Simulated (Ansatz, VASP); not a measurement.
**Sr: VASP beside Ansatz**

```
Sr
1.0
     0.00000    2.54644    2.54644
     2.54644    0.00000    2.54644
     2.54644    2.54644    0.00000
Sr
1
Direct
  0.00000 0.00000 0.00000
```

Change from the starting cell: volume scaled by 0.6, PAW files.

Alike in both runs: task single point; functional PBE; k mesh 12 × 12 × 12; occupations fermi-dirac, width 0.08 eV; no spin polarisation.

|  | VASP | Ansatz |
| --- | --- | --- |
| version | VASP 6.6.1 | Ansatz 0.2.0 |
| potentials or method | VASP PAW PBE potentials, release 64 (Sr_sv) | PAW with Ansatz's default frozen-core files, scalar-relativistic |
| plane-wave cutoff (eV) | 520 | 420 |
| valence electrons in the cell | 10 | 10 |

```tsv
	VASP	Ansatz	Ansatz less VASP
pressure (GPa)	13.1	13.0	-0.08
```
